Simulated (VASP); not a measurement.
# KCdCO3F (P-6m2) in VASP: further runs

The runs below take KCdCO3F through single point, relaxation of cell and atoms, with LDA.

Program: VASP 6.6.1. These are calculated values, not measurements. Logs are shortened: lines on timing, memory, paths and dates and some standing lists are left out, and cuts for length are marked.

**1. The cell of the first run**

The structure is hexagonal, space group P-6m2 (No. 187). Conventional cell: a = 4.954 Å, b = 4.954 Å, c = 4.331 Å, α = 90.00°, β = 90.00°, γ = 120.00°. Within 3.5 Å of K (site symmetry -6m2) lie 6 O at 2.68 Å and 3 F at 2.86 Å. Cd (site symmetry -6m2) has 2 F at 2.17 Å and 6 O at 2.48 Å and 3 C at 2.86 Å within 2.9 Å. C (site symmetry -6m2) has 3 O at 1.28 Å within 1.7 Å. O (site symmetry mm2) has 1 C at 1.28 Å within 1.7 Å. Within 2.9 Å of F (site symmetry -6m2) lie 2 Cd at 2.17 Å and 3 K at 2.86 Å.

**2. Single point, LDA**

The input, INCAR:

```
SYSTEM = KCdCO3F
PREC = Accurate
ENCUT = 520
EDIFF = 1E-6
ISMEAR = 0
SIGMA = 0.02
LREAL = .FALSE.
LASPH = .TRUE.
NELM = 100
ALGO = Normal
ISIF = 2
LWAVE = .FALSE.
LCHARG = .TRUE.
LELF = .TRUE.
LVHAR = .TRUE.
NBANDS = 34
```

The input, KPOINTS:

```
Automatic mesh
0
G
  6 6 6
  0 0 0
```

The input, POSCAR:

```
KCdCO3F
1.0
    4.9541515019      0.0000000000      0.0000000000
   -2.4770757510      4.2904210548      0.0000000000
    0.0000000000      0.0000000000      4.3307400015
K Cd C O F
1 1 1 3 1
Direct
    0.0000000000      0.0000000000      0.0000000000
    0.6666666667      0.3333333333      0.5000000000
    0.3333333333      0.6666666667      0.5000000000
    0.1843778102      0.3687556203      0.5000000000
    0.1843778102      0.8156221898      0.5000000000
    0.6312443797      0.8156221898      0.5000000000
    0.6666666667      0.3333333333      0.0000000000
```

Potentials or basis: VASP PAW LDA potentials, release 64 (K_sv, Cd, C, O, F).

Started as:

```sh
cat potpaw_LDA.64/K_sv/POTCAR potpaw_LDA.64/Cd/POTCAR potpaw_LDA.64/C/POTCAR potpaw_LDA.64/O/POTCAR potpaw_LDA.64/F/POTCAR > POTCAR
mpirun -np 1 vasp_std > vasp.out
```

OUTCAR:

```text
SYSTEM = KCdCO3F
   PREC = Accurate
   ENCUT = 520
   EDIFF = 1E-6
   ISMEAR = 0
   LREAL = .FALSE.
   LASPH = .TRUE.
   NELM = 100
   ISIF = 2

 ion  position               nearest neighbor table
   1  0.000  0.000  0.000-   4 2.68   4 2.68   6 2.68   6 2.68   5 2.68   5 2.68   2 3.59   2 3.59
                             2 3.59   2 3.59   2 3.59   2 3.59
   2  0.667  0.333  0.500-   7 2.17   7 2.17   5 2.48   5 2.48   6 2.48   6 2.48   4 2.48   4 2.48
                             3 2.86   3 2.86   3 2.86   1 3.59   1 3.59   1 3.59   1 3.59   1 3.59
   3  0.333  0.667  0.500-   5 1.28   4 1.28   6 1.28   2 2.86   2 2.86   2 2.86
   4  0.184  0.369  0.500-   3 1.28   2 2.48   2 2.48   1 2.68   1 2.68
   5  0.184  0.816  0.500-   3 1.28   2 2.48   2 2.48   1 2.68   1 2.68
   6  0.631  0.816  0.500-   3 1.28   2 2.48   2 2.48   1 2.68   1 2.68
   7  0.667  0.333  0.000-   2 2.17   2 2.17

  LATTYP: Found a hexagonal cell.
 ALAT       =     4.9541515019
 C/A-ratio  =     0.8741638199

  Lattice vectors:

 A1 = (   4.9541515019,   0.0000000000,   0.0000000000)
 A2 = (  -2.4770757510,   4.2904210548,   0.0000000000)
 A3 = (   0.0000000000,   0.0000000000,   4.3307400015)

Analysis of symmetry for initial positions (statically):
=====================================================================
 Subroutine PRICEL returns:
 Original cell was already a primitive cell.

 Routine SETGRP: Setting up the symmetry group for a
 hexagonal supercell.

 Subroutine GETGRP returns: Found 12 space group operations
 (whereof 12 operations were pure point group operations)
 out of a pool of 24 trial point group operations.

The static configuration has the point symmetry D_3h.

Analysis of symmetry for dynamics (positions and initial velocities):
=====================================================================
 Subroutine PRICEL returns:
 Original cell was already a primitive cell.

 Routine SETGRP: Setting up the symmetry group for a
 hexagonal supercell.

 Subroutine GETGRP returns: Found 12 space group operations
 (whereof 12 operations were pure point group operations)
 out of a pool of 24 trial point group operations.

The dynamic configuration has the point symmetry D_3h.

 Subroutine INISYM returns: Found 12 space group operations
 (whereof 12 operations are pure point group operations),
 and found     1 'primitive' translations

----------------------------------------------------------------------------------------

                                     Primitive cell

  volume of cell :      92.0516

  direct lattice vectors                    reciprocal lattice vectors
     4.954151502  0.000000000  0.000000000     0.201850912  0.116538679  0.000000000
    -2.477075751  4.290421055  0.000000000     0.000000000  0.233077357  0.000000000
     0.000000000  0.000000000  4.330740001     0.000000000  0.000000000  0.230907420

  length of vectors
     4.954151502  4.954151502  4.330740001     0.233077357  0.233077357  0.230907420

  position of ions in fractional coordinates (direct lattice)
     0.000000000  0.000000000  0.000000000
     0.666666667  0.333333333  0.500000000
     0.333333333  0.666666667  0.500000000
     0.184377810  0.368755620  0.500000000
     0.184377810  0.815622190  0.500000000
     0.631244380  0.815622190  0.500000000
     0.666666667  0.333333333  0.000000000

  ion indices of the primitive-cell ions
   primitive index   ion index
                 1           1
                 2           2
                 3           3
                 4           4
                 5           5
                 6           6
                 7           7

----------------------------------------------------------------------------------------

 KPOINTS: Automatic mesh

Automatic generation of k-mesh.
 Grid dimensions read from file:
 generate k-points for:    6    6    6

 Generating k-lattice:

  Cartesian coordinates                     Fractional coordinates (reciprocal lattice)
     0.033641819  0.019423113  0.000000000     0.166666667  0.000000000  0.000000000
     0.000000000  0.038846226  0.000000000     0.000000000  0.166666667  0.000000000
     0.000000000  0.000000000  0.038484570     0.000000000  0.000000000  0.166666667

  Length of vectors
     0.038846226  0.038846226  0.038484570

  Shift w.r.t. Gamma in fractional coordinates (k-lattice)
     0.000000000  0.000000000  0.000000000

 Subroutine IBZKPT returns following result:
 ===========================================

 Found     28 irreducible k-points:

 Following reciprocal coordinates:
            Coordinates               Weight
  0.000000  0.000000  0.000000      1.000000
  0.166667  0.000000  0.000000      6.000000
  0.333333 -0.000000  0.000000      6.000000
  0.500000  0.000000  0.000000      3.000000
  0.166667  0.166667  0.000000      6.000000
  0.333333  0.166667  0.000000     12.000000
[... 16 lines left out ...]
  0.166667  0.000000  0.500000      6.000000
  0.333333 -0.000000  0.500000      6.000000
 [... further k-points ...]
   k-points           NKPTS =     28   k-points in BZ     NKDIM =     28   number of bands    NBANDS=     34
   number of dos      NEDOS =    301   number of ions     NIONS =      7
   total plane-waves  NPLWV =  51200
   dimension x,y,z NGX =    40 NGY =   40 NGZ =   32
   dimension x,y,z NGXF=    80 NGYF=   80 NGZF=   64
   ions per type =               1   1   1   3   1
   NGX,Y,Z   is equivalent  to a cutoff of  13.42, 13.42, 12.28 a.u.
   NGXF,Y,Z  is equivalent  to a cutoff of  26.85, 26.85, 24.57 a.u.
 SYSTEM =  KCdCO3F
   PREC   = accura    normal or accurate (medium, high low for compatibility)
   ISTART =      0    job   : 0-new  1-cont  2-samecut
   ICHARG =      2    charge: 1-file 2-atom 10-const
   ISPIN  =      1    spin polarized calculation?
   LNONCOLLINEAR =      F non collinear calculations
   LSORBIT =      F    spin-orbit coupling
   LASPH  =      T    aspherical Exc in radial PAW
   ENCUT  =  520.0 eV  38.22 Ry    6.18 a.u.   9.21  9.21  8.05*2*pi/ulx,y,z
   NELM   =    100;   NELMIN=  2; NELMDL= -5     # of ELM steps
   EDIFF  = 0.1E-05   stopping-criterion for ELM
   LREAL  =      F    real-space projection
   EDIFFG = 0.1E-04   stopping-criterion for IOM
   NSW    =      0    number of steps for IOM
   IBRION =     -1    ionic relax: 0-MD 1-quasi-New 2-CG
   NFREE  =      0    steps in history (QN), initial steepest desc. (CG)
   ISIF   =      2    stress and relaxation
   ISYM   =      2    0-nonsym 1-usesym 2-fastsym
   POTIM  = 0.5000    time-step for ionic-motion
   TEBEG  =    0.0;   TEEND  =   0.0 temperature during run
   PSTRESS=    0.0 pullay stress
   NELECT =      50.0000    total number of electrons
   NUPDOWN=      -1.0000    fix difference up-down
   EMIN   =  10.00;   EMAX   =-10.00  energy-range for DOS
   EFERMI =   0.00;   METHOD = LEGACY
   ISMEAR =     0;   SIGMA  =   0.02  broadening in eV -4-tet -1-fermi 0-gaus
   EFERMI_NEDOS =   21; number of points for ismear=-14 and -15
   IALGO  =     38    algorithm
   IMIX   =      4    mixing-type and parameters
     AMIX     =   0.40;   BMIX     =  1.00
     AMIX_MAG =   1.60;   BMIX_MAG =  1.00
  volume/ion in A,a.u.               =      13.15        88.74
  Fermi-wavevector in a.u.,A,eV,Ry     =   1.335737  2.524178 24.275436  1.784194
  Thomas-Fermi vector in A             =   2.464418
   LORBIT       =      0    0 simple, 1 ext, 2 COOP (PROOUT), +10 PAW based schemes
   GGA     = CA    functional components
   LHFCALC =     F    Hartree Fock is set to
   AEXX    =    0.0000 exact exchange contribution
   IVDW    =     0    specifies the selected vdW correction
   LEPSILON=     F    determine dielectric tensor
   LRPA    =     F    only Hartree local field effects (RPA)
 non-spin polarized calculation
 Gauss-broadening in eV      SIGMA  =   0.02
  energy-cutoff  :      520.00
  volume of cell :       92.05
 maximum number of plane-waves:      2512
 NGX is ok and might be reduce to    40
   NGX = 19   NGY = 19   NGZ = 17

 number of electron      49.9999978 magnetization

 Free energy of the ion-electron system (eV)
  ---------------------------------------------------
  ext. energy  EPLUGINS =         0.00000000
  ---------------------------------------------------
  free energy    TOTEN  =       -44.45198184 eV

  energy without entropy =      -44.45198184  energy(sigma->0) =      -44.45198184

 E-fermi :   0.3768     XC(G=0): -10.4045

 val. band max:        0.1999211153   @ k =   0.0000   0.0000   0.5000
 cond. band min:       2.2284239568   @ k =   0.0000   0.0000   0.0000
 fundamental gap:      2.0285028414
 Fermi energy:         0.3767814901

 k-point     1 :       0.0000    0.0000    0.0000
  band No.  band energies     occupation
      1     -26.8314      2.00000
      2     -21.7715      2.00000
      3     -21.3424      2.00000
      4     -18.3476      2.00000
      5     -18.3476      2.00000
      6     -10.6685      2.00000
[... 26 lines left out ...]
     33      10.7428      0.00000
     34      11.7409      0.00000

 k-point     2 :       0.1667    0.0000    0.0000
  band No.  band energies     occupation
      1     -26.8294      2.00000
      2     -21.7529      2.00000
      3     -21.3498      2.00000
      4     -18.3815      2.00000
      5     -18.3464      2.00000
      6     -10.6727      2.00000
[... 26 lines left out ...]
     33      10.7845      0.00000
     34      10.9143      0.00000

 k-point     3 :       0.3333   -0.0000    0.0000
  band No.  band energies     occupation
      1     -26.8253      2.00000
      2     -21.7119      2.00000
      3     -21.3674      2.00000
      4     -18.4486      2.00000
      5     -18.3441      2.00000
      6     -10.6787      2.00000
[... 26 lines left out ...]
     33      10.5816      0.00000
     34      10.8679      0.00000
[... 704 lines left out ...]
 k-point    23 :       0.1667    0.0000    0.5000
  band No.  band energies     occupation
      1     -26.8140      2.00000
      2     -21.7454      2.00000
      3     -21.2618      2.00000
      4     -18.3833      2.00000
      5     -18.3333      2.00000
      6     -10.9253      2.00000
[... 26 lines left out ...]
     33      10.6421      0.00000
     34      11.8783      0.00000

 k-point    24 :       0.3333   -0.0000    0.5000
  band No.  band energies     occupation
      1     -26.8114      2.00000
      2     -21.6987      2.00000
      3     -21.2683      2.00000
      4     -18.4799      2.00000
      5     -18.3301      2.00000
      6     -10.8128      2.00000
[... 26 lines left out ...]
     33      10.8550      0.00000
     34      11.1284      0.00000

 [... further k-points ...]
[... 5 lines left out ...]
  --------------------------------------------------------------------------------------
  -------------------------------------------------------------------------------------
  Total        0.9173949      0.9173949      0.4335222     -0.0000000      0.0000000      0.0000000
  in kB       15.9674517     15.9674517      7.5455458     -0.0000000      0.0000000      0.0000000
  external PRESSURE =      13.1601497 kB  Pullay stress =       0.0000000 kB

 VOLUME and BASIS-vectors are now :
 -----------------------------------------------------------------------------
  energy-cutoff  :      520.00
  volume of cell :       92.05
      direct lattice vectors                 reciprocal lattice vectors
     4.954151502  0.000000000  0.000000000     0.201850912  0.116538679  0.000000000
    -2.477075751  4.290421055  0.000000000     0.000000000  0.233077357  0.000000000
     0.000000000  0.000000000  4.330740001     0.000000000  0.000000000  0.230907420

 POSITION                                       TOTAL-FORCE (eV/Angst)
 -----------------------------------------------------------------------------------
      0.00000      0.00000      0.00000        -0.000000     -0.000000     -0.000000
      2.47708      1.43014      2.16537        -0.000000     -0.000000     -0.000000
     -0.00000      2.86028      2.16537        -0.000000     -0.000000     -0.000000
      0.00000      1.58212      2.16537         0.000000     -0.348475     -0.000000
     -1.10692      3.49936      2.16537        -0.301788      0.174237      0.000000
      1.10692      3.49936      2.16537         0.301788      0.174237      0.000000
      2.47708      1.43014      0.00000        -0.000000     -0.000000     -0.000000
 -----------------------------------------------------------------------------------
    total drift:                               -0.000004      0.000002      0.000000

  FREE ENERGIE OF THE ION-ELECTRON SYSTEM (eV)
  ---------------------------------------------------
  free  energy   TOTEN  =       -44.4519818375 eV

  energy  without entropy=      -44.4519818375  energy(sigma->0) =      -44.45198184
```

Wall time 1.8 min (1 thread of Intel Xeon 6975P-C, shared host); peak memory 0.25 GiB.

Results:

```
Free energy            : -44.4520 eV
Pressure               : 1.3 GPa
Largest force          : 0.348 eV/Å
Band gap on the k mesh : 2.03 eV, indirect (least direct gap 2.03 eV)
```

Forces in eV/Å, atoms in the order of the input:
```
K    0.000  0.000  0.000
Cd   0.000  0.000  0.000
C    0.000  0.000  0.000
O    0.000 -0.348  0.000
O   -0.302  0.174  0.000
O    0.302  0.174  0.000
F    0.000  0.000  0.000
```

Stress tensor (GPa, compression positive):
```
1.60 0.00 0.00
0.00 1.60 0.00
0.00 0.00 0.75
```

(Continued in part 2 of 2.)
